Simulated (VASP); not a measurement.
# Au (Fm-3m) in VASP: further runs

The runs below take Au through single point, relaxation of cell and atoms, with PBEsol.

Everything below comes from runs of VASP 6.6.1. Logs are shortened: lines on timing, memory, paths and dates and some standing lists are left out, and cuts for length are marked.

## 1. The cell of the first run

The structure is cubic, space group Fm-3m (No. 225). Conventional cell: a = 4.083 Å, b = 4.083 Å, c = 4.083 Å, α = 90.00°, β = 90.00°, γ = 90.00°. Within 3.8 Å of Au (site symmetry m-3m) lie 12 Au at 2.89 Å.

## 2. Single point, PBEsol

INCAR

```
SYSTEM = Au
ALGO = Normal ; EDIFF = 1E-6
ENCUT = 520 ; GGA = PS
ISIF = 2 ; ISMEAR = -1
LASPH = .True. ; LCHARG = .False.
LREAL = .False. ; LWAVE = .False.
NBANDS = 12 ; NELM = 80
PREC = Accurate ; SIGMA = 0.08
```

KPOINTS

```
k-points
0
Gamma
  24 24 24
  0 0 0
```

POSCAR

```
Au
1.0
    0.0000000000      2.0414558910      2.0414558910
    2.0414558910      0.0000000000      2.0414558910
    2.0414558910      2.0414558910      0.0000000000
Au
1
Direct
    0.0000000000      0.0000000000      0.0000000000
```

Potentials or basis: VASP PAW PBE potentials, release 64 (Au).

Started as:

```console
> cat potpaw_PBE.64/Au/POTCAR > POTCAR
> mpirun -np 1 vasp_std > vasp.out
```

OUTCAR:

```text
SYSTEM = Au
   EDIFF = 1E-6
   ENCUT = 520
   GGA = PS
   ISIF = 2
   ISMEAR = -1
   LASPH = .True.
   LREAL = .False.
   NELM = 80
   PREC = Accurate

 ion  position               nearest neighbor table
   1  0.000  0.000  0.000-

  LATTYP: Found a face centered cubic cell.
 ALAT       =     4.0829117820

  Lattice vectors:

 A1 = (   0.0000000000,   2.0414558910,   2.0414558910)
 A2 = (   2.0414558910,   0.0000000000,   2.0414558910)
 A3 = (   2.0414558910,   2.0414558910,   0.0000000000)

Analysis of symmetry for initial positions (statically):
=====================================================================
 Subroutine PRICEL returns:
 Original cell was already a primitive cell.

 Routine SETGRP: Setting up the symmetry group for a
 face centered cubic supercell.

 Subroutine GETGRP returns: Found 48 space group operations
 (whereof 48 operations were pure point group operations)
 out of a pool of 48 trial point group operations.

The static configuration has the point symmetry O_h .

Analysis of symmetry for dynamics (positions and initial velocities):
=====================================================================
 Subroutine PRICEL returns:
 Original cell was already a primitive cell.

 Routine SETGRP: Setting up the symmetry group for a
 face centered cubic supercell.

 Subroutine GETGRP returns: Found 48 space group operations
 (whereof 48 operations were pure point group operations)
 out of a pool of 48 trial point group operations.

The dynamic configuration has the point symmetry O_h .

 Subroutine INISYM returns: Found 48 space group operations
 (whereof 48 operations are pure point group operations),
 and found     1 'primitive' translations

----------------------------------------------------------------------------------------

                                     Primitive cell

  volume of cell :      17.0157

  direct lattice vectors                    reciprocal lattice vectors
     0.000000000  2.041455891  2.041455891    -0.244923244  0.244923244  0.244923244
     2.041455891  0.000000000  2.041455891     0.244923244 -0.244923244  0.244923244
     2.041455891  2.041455891  0.000000000     0.244923244  0.244923244 -0.244923244

  length of vectors
     2.887054608  2.887054608  2.887054608     0.424219503  0.424219503  0.424219503

  position of ions in fractional coordinates (direct lattice)
     0.000000000  0.000000000  0.000000000

  ion indices of the primitive-cell ions
   primitive index   ion index
                 1           1

----------------------------------------------------------------------------------------

 KPOINTS: k-points

Automatic generation of k-mesh.
 Grid dimensions read from file:
 generate k-points for:   24   24   24

 Generating k-lattice:

  Cartesian coordinates                     Fractional coordinates (reciprocal lattice)
    -0.010205135  0.010205135  0.010205135     0.041666667  0.000000000  0.000000000
     0.010205135 -0.010205135  0.010205135     0.000000000  0.041666667  0.000000000
     0.010205135  0.010205135 -0.010205135     0.000000000  0.000000000  0.041666667

  Length of vectors
     0.017675813  0.017675813  0.017675813

  Shift w.r.t. Gamma in fractional coordinates (k-lattice)
     0.000000000  0.000000000  0.000000000

 Subroutine IBZKPT returns following result:
 ===========================================

 Found    413 irreducible k-points:

 Following reciprocal coordinates:
            Coordinates               Weight
  0.000000  0.000000  0.000000      1.000000
  0.041667  0.000000  0.000000      8.000000
  0.083333  0.000000  0.000000      8.000000
  0.125000  0.000000  0.000000      8.000000
  0.166667  0.000000  0.000000      8.000000
  0.208333  0.000000  0.000000      8.000000
[... 16 lines left out ...]
  0.416667  0.041667  0.000000     24.000000
  0.458333  0.041667  0.000000     24.000000
 [... further k-points ...]
   k-points           NKPTS =    413   k-points in BZ     NKDIM =    413   number of bands    NBANDS=     12
   number of dos      NEDOS =    301   number of ions     NIONS =      1
   total plane-waves  NPLWV =  13824
   dimension x,y,z NGX =    24 NGY =   24 NGZ =   24
   dimension x,y,z NGXF=    48 NGYF=   48 NGZF=   48
   ions per type =               1
   NGX,Y,Z   is equivalent  to a cutoff of  13.82, 13.82, 13.82 a.u.
   NGXF,Y,Z  is equivalent  to a cutoff of  27.64, 27.64, 27.64 a.u.
 SYSTEM =  Au
   PREC   = accura    normal or accurate (medium, high low for compatibility)
   ISTART =      0    job   : 0-new  1-cont  2-samecut
   ICHARG =      2    charge: 1-file 2-atom 10-const
   ISPIN  =      1    spin polarized calculation?
   LNONCOLLINEAR =      F non collinear calculations
   LSORBIT =      F    spin-orbit coupling
   LASPH  =      T    aspherical Exc in radial PAW
   ENCUT  =  520.0 eV  38.22 Ry    6.18 a.u.   5.37  5.37  5.37*2*pi/ulx,y,z
   NELM   =     80;   NELMIN=  2; NELMDL= -5     # of ELM steps
   EDIFF  = 0.1E-05   stopping-criterion for ELM
   LREAL  =      F    real-space projection
   EDIFFG = 0.1E-04   stopping-criterion for IOM
   NSW    =      0    number of steps for IOM
   IBRION =     -1    ionic relax: 0-MD 1-quasi-New 2-CG
   NFREE  =      0    steps in history (QN), initial steepest desc. (CG)
   ISIF   =      2    stress and relaxation
   ISYM   =      2    0-nonsym 1-usesym 2-fastsym
   POTIM  = 0.5000    time-step for ionic-motion
   TEBEG  =    0.0;   TEEND  =   0.0 temperature during run
   PSTRESS=    0.0 pullay stress
   NELECT =      11.0000    total number of electrons
   NUPDOWN=      -1.0000    fix difference up-down
   EMIN   =  10.00;   EMAX   =-10.00  energy-range for DOS
   EFERMI =   0.00;   METHOD = LEGACY
   ISMEAR =    -1;   SIGMA  =   0.08  broadening in eV -4-tet -1-fermi 0-gaus
   EFERMI_NEDOS =   21; number of points for ismear=-14 and -15
   IALGO  =     38    algorithm
   IMIX   =      4    mixing-type and parameters
     AMIX     =   0.40;   BMIX     =  1.00
     AMIX_MAG =   1.60;   BMIX_MAG =  1.00
  volume/ion in A,a.u.               =      17.02       114.83
  Fermi-wavevector in a.u.,A,eV,Ry     =   1.415541  2.674984 27.262752  2.003756
  Thomas-Fermi vector in A             =   2.536969
   LORBIT       =      0    0 simple, 1 ext, 2 COOP (PROOUT), +10 PAW based schemes
   GGA     = PS    functional components
   LHFCALC =     F    Hartree Fock is set to
   AEXX    =    0.0000 exact exchange contribution
   IVDW    =     0    specifies the selected vdW correction
   LEPSILON=     F    determine dielectric tensor
   LRPA    =     F    only Hartree local field effects (RPA)
 non-spin polarized calculation
  energy-cutoff  :      520.00
  volume of cell :       17.02
 maximum number of plane-waves:       473
 NGX is ok and might be reduce to    24
   NGX = 11   NGY = 11   NGZ = 11

 number of electron      11.0000000 magnetization

 Free energy of the ion-electron system (eV)
  ---------------------------------------------------
  ext. energy  EPLUGINS =         0.00000000
  ---------------------------------------------------
  free energy    TOTEN  =        -3.92734660 eV

  energy without entropy =       -3.92176283  energy(sigma->0) =       -3.92455472

 E-fermi :   9.2993     XC(G=0): -12.8940

 val. band max:        9.2936448324   @ k =  -0.4583   0.0833   0.0000
 cond. band min:       9.3219887008   @ k =   0.5000   0.3333   0.1250
 fundamental gap:      0.0283438684
 Fermi energy:         9.2993321572

 k-point     1 :       0.0000    0.0000    0.0000
  band No.  band energies     occupation
      1      -0.6335      2.00000
      2       4.6156      2.00000
      3       4.6156      2.00000
      4       4.6156      2.00000
      5       6.1496      2.00000
      6       6.1496      2.00000
      7      23.8016      0.00000
      8      27.8048      0.00000
      9      27.8048      0.00000
     10      27.8048      0.00000
     11      32.6764      0.00000
     12      37.3560      0.00000

 k-point     2 :       0.0417    0.0000    0.0000
  band No.  band energies     occupation
      1      -0.5725      2.00000
      2       4.5949      2.00000
      3       4.6371      2.00000
      4       4.6371      2.00000
      5       6.1395      2.00000
      6       6.1395      2.00000
      7      23.8759      0.00000
      8      27.3776      0.00000
      9      27.8781      0.00000
     10      27.8781      0.00000
     11      33.0664      0.00000
     12      36.4218      0.00000

 k-point     3 :       0.0833    0.0000    0.0000
  band No.  band energies     occupation
      1      -0.3921      2.00000
      2       4.5380      2.00000
      3       4.6971      2.00000
      4       4.6971      2.00000
      5       6.1142      2.00000
      6       6.1142      2.00000
      7      24.0754      0.00000
      8      26.3842      0.00000
      9      28.0911      0.00000
     10      28.0911      0.00000
     11      33.5329      0.00000
     12      35.5308      0.00000

 k-point     4 :       0.1250    0.0000    0.0000
  band No.  band energies     occupation
      1      -0.1010      2.00000
      2       4.4607      2.00000
      3       4.7810      2.00000
      4       4.7810      2.00000
      5       6.0901      2.00000
      6       6.0901      2.00000
      7      24.2580      0.00000
      8      25.2415      0.00000
      9      28.4210      0.00000
     10      28.4210      0.00000
     11      32.7083      0.00000
     12      35.0034      0.00000

 k-point     5 :       0.1667    0.0000    0.0000
  band No.  band energies     occupation
      1       0.2833      2.00000
      2       4.3907      2.00000
      3       4.8621      2.00000
      4       4.8621      2.00000
      5       6.0956      2.00000
      6       6.0956      2.00000
      7      23.4882      0.00000
      8      24.9061      0.00000
      9      28.8184      0.00000
     10      28.8184      0.00000
     11      31.6606      0.00000
     12      33.8868      0.00000

 k-point     6 :       0.2083    0.0000    0.0000
  band No.  band energies     occupation
      1       0.7279      2.00000
      2       4.3712      2.00000
      3       4.9072      2.00000
      4       4.9072      2.00000
      5       6.1645      2.00000
      6       6.1645      2.00000
      7      22.0334      0.00000
      8      24.9978      0.00000
      9      29.1716      0.00000
     10      29.1716      0.00000
     11      31.0418      0.00000
     12      32.9007      0.00000

 k-point     7 :       0.2500    0.0000    0.0000
  band No.  band energies     occupation
      1       1.1761      2.00000
      2       4.4675      2.00000
      3       4.8979      2.00000
      4       4.8979      2.00000
      5       6.3125      2.00000
      6       6.3125      2.00000
      7      20.4464      0.00000
      8      24.8736      0.00000
      9      29.2379      0.00000
     10      29.2379      0.00000
     11      31.0331      0.00000
     12      32.3187      0.00000

 k-point     8 :       0.2917    0.0000    0.0000
  band No.  band energies     occupation
      1       1.5493      2.00000
      2       4.7623      2.00000
      3       4.8444      2.00000
      4       4.8444      2.00000
      5       6.5229      2.00000
      6       6.5229      2.00000
      7      18.8020      0.00000
      8      24.5414      0.00000
      9      28.8149      0.00000
     10      28.8149      0.00000
     11      31.5681      0.00000
     12      32.3542      0.00000
[... 166 lines left out ...]
 k-point    20 :       0.2917    0.0417    0.0000
  band No.  band energies     occupation
      1       1.4891      2.00000
      2       4.5507      2.00000
      3       4.8657      2.00000
      4       4.9062      2.00000
      5       6.3565      2.00000
      6       6.5995      2.00000
      7      19.3836      0.00000
      8      24.7051      0.00000
      9      27.9330      0.00000
     10      29.5729      0.00000
     11      31.0129      0.00000
     12      32.5780      0.00000

 k-point    21 :       0.3333    0.0417    0.0000
  band No.  band energies     occupation
      1       1.7753      2.00000
      2       4.7592      2.00000
      3       4.8397      2.00000
      4       5.0013      2.00000
      5       6.6476      2.00000
      6       6.8211      2.00000
      7      17.7261      0.00000
      8      24.3147      0.00000
      9      27.4686      0.00000
     10      28.7155      0.00000
     11      31.9361      0.00000
     12      32.7946      0.00000

 k-point    22 :       0.3750    0.0417    0.0000
  band No.  band energies     occupation
      1       1.9259      2.00000
      2       4.6852      2.00000
      3       4.7645      2.00000
      4       5.6228      2.00000
      5       6.9924      2.00000
      6       7.0371      2.00000
      7      16.0992      0.00000
      8      23.9293      0.00000
      9      26.9653      0.00000
     10      27.8561      0.00000
     11      32.9296      0.00000
     12      33.1858      0.00000

 k-point    23 :       0.4167    0.0417    0.0000
  band No.  band energies     occupation
      1       1.9845      2.00000
      2       4.6166      2.00000
      3       4.6961      2.00000
      4       6.3023      2.00000
      5       7.2151      2.00000
      6       7.4384      2.00000
      7      14.5667      0.00000
      8      23.6152      0.00000
      9      26.5506      0.00000
     10      27.1124      0.00000
     11      33.6125      0.00000
     12      33.7471      0.00000

 k-point    24 :       0.4583    0.0417    0.0000
  band No.  band energies     occupation
      1       1.9997      2.00000
      2       4.5698      2.00000
      3       4.6450      2.00000
      4       6.7830      2.00000
      5       7.3283      2.00000
      6       8.0662      2.00000
      7      13.2422      0.00000
      8      23.4022      0.00000
      9      26.3050      0.00000
     10      26.5477      0.00000
     11      33.9745      0.00000
     12      34.1776      0.00000

 [... further k-points ...]
[... 5 lines left out ...]
  --------------------------------------------------------------------------------------
  -------------------------------------------------------------------------------------
  Total       -0.0313061     -0.0313061     -0.0313061     -0.0000000     -0.0000000      0.0000000
  in kB       -2.9477405     -2.9477405     -2.9477405     -0.0000000     -0.0000000      0.0000000
  external PRESSURE =      -2.9477405 kB  Pullay stress =       0.0000000 kB

 VOLUME and BASIS-vectors are now :
 -----------------------------------------------------------------------------
  energy-cutoff  :      520.00
  volume of cell :       17.02
      direct lattice vectors                 reciprocal lattice vectors
     0.000000000  2.041455891  2.041455891    -0.244923244  0.244923244  0.244923244
     2.041455891  0.000000000  2.041455891     0.244923244 -0.244923244  0.244923244
     2.041455891  2.041455891  0.000000000     0.244923244  0.244923244 -0.244923244

 POSITION                                       TOTAL-FORCE (eV/Angst)
 -----------------------------------------------------------------------------------
      0.00000      0.00000      0.00000        -0.000000     -0.000000     -0.000000
 -----------------------------------------------------------------------------------
    total drift:                               -0.000000      0.000000     -0.000000

  FREE ENERGIE OF THE ION-ELECTRON SYSTEM (eV)
  ---------------------------------------------------
  free  energy   TOTEN  =        -3.9273466005 eV

  energy  without entropy=       -3.9217628333  energy(sigma->0) =       -3.92455472
```

Run time: 48 s. Hardware: 1 thread of Intel Xeon Platinum 8259CL at 2.50GHz (Skylake/Cascade Lake), shared host; peak memory 0.21 GiB.

Results:

```yaml
Free_energy: -3.9273 eV
Pressure: -0.3 GPa
```

Levels at points of the mesh, in eV from the Fermi level:
```csv
k point,band 2,band 3,band 4,band 5,band 6,band 7,band 8,band 9,band 10,band 11
"(0.00, 0.00, 0.00)",-4.68,-4.68,-4.68,-3.15,-3.15,14.50,18.51,18.51,18.51,23.38
"(0.50, 0.00, 0.00)",-4.72,-4.72,-1.94,-1.94,-1.03,3.07,13.94,17.11,17.11,24.91
"(0.50, 0.50, 0.00)",-6.76,-1.98,-1.62,-1.62,0.96,5.76,9.96,9.96,17.18,19.81
```

Caveat: the PAW data sets were made with another functional, which shifts forces and pressure a little; spin-orbit coupling is left out, which moves the levels of the heavy elements.

## 3. Relaxation of cell and atoms, PBEsol

This run uses another cell than the first one, of 16.85 Å³/atom, 0.991 times its volume.

INCAR

```
SYSTEM = Au
ALGO = Normal ; EDIFF = 1E-6
EDIFFG = -0.002 ; ENCUT = 600
GGA = PS ; IBRION = 2
ISIF = 3 ; ISMEAR = -1
LASPH = .TRUE. ; LCHARG = .FALSE.
LREAL = .FALSE. ; LWAVE = .FALSE.
NELM = 100 ; NSW = 100
PREC = Accurate ; SIGMA = 0.08
```

KPOINTS

```
k-points
0
G
  24 24 24
  0 0 0
```

POSCAR

```
Au
1.0
    0.0000000000      2.0350000000      2.0350000000
    2.0350000000      0.0000000000      2.0350000000
    2.0350000000      2.0350000000      0.0000000000
Au
1
Direct
    0.0000000000      0.0000000000      0.0000000000
```

Potentials or basis: VASP PAW PBE potentials, release 64 (Au).

Started as:

```console
> cat potpaw_PBE.64/Au/POTCAR > POTCAR
> mpirun -np 1 vasp_std > vasp.out
```

It took 72 s on 1 thread of Intel Xeon Platinum 8259CL at 2.50GHz (Skylake/Cascade Lake), shared host; peak memory 0.22 GiB.

Results (log left out):

- Free energy: -3.9272 eV
- Relaxed volume: 17.00 Å³/atom
- Relaxed cell: a = 2.886 Å, b = 2.886 Å, c = 2.886 Å, α = 60.00°, β = 60.00°, γ = 60.00°
- Space group after relaxing (to 0.05 Å): Fm-3m (No. 225)
- Energy gained by relaxing: 0.7 meV/atom
- Ionic steps: 3
- Pressure after relaxing: 0.0 GPa

Step by step:
| step | energy change (eV) | largest force (eV/Å) | pressure (GPa) | volume (Å³) |
| --- | --- | --- | --- | --- |
| 1 | 0.0000 | 0.0000 | 1.50 | 16.85 |
| 2 | 0.0012 | 0.0000 | -2.41 | 17.24 |
| 3 | -0.0007 | 0.0000 | 0.00 | 17.00 |

Final structure:
```cif
data_structure
_symmetry_space_group_name_H-M 'P 1'
_symmetry_Int_Tables_number 1
_cell_length_a 2.8859
_cell_length_b 2.8859
_cell_length_c 2.8859
_cell_angle_alpha 60.000
_cell_angle_beta 60.000
_cell_angle_gamma 60.000
_cell_volume 17.00
loop_
_atom_site_label
_atom_site_type_symbol
_atom_site_fract_x
_atom_site_fract_y
_atom_site_fract_z
_atom_site_occupancy
Au1 Au 0.00000 0.00000 0.00000 1
```

Levels at points of the mesh, in eV from the Fermi level:
```csv
k point,band 3,band 4,band 5,band 6,band 7,band 8,band 9
"(0.00, 0.00, 0.00)",-4.69,-4.69,-3.15,-3.15,14.50,18.51,18.51
"(0.50, 0.00, 0.00)",-4.73,-1.94,-1.94,-1.03,3.07,13.94,17.12
"(0.50, 0.50, 0.00)",-1.99,-1.62,-1.62,0.95,5.77,9.97,9.97
```

Caveat: the PAW data sets were made with another functional, which shifts forces and pressure a little; spin-orbit coupling is left out, which moves the levels of the heavy elements. Zero-point motion and thermal expansion aren't in these numbers.
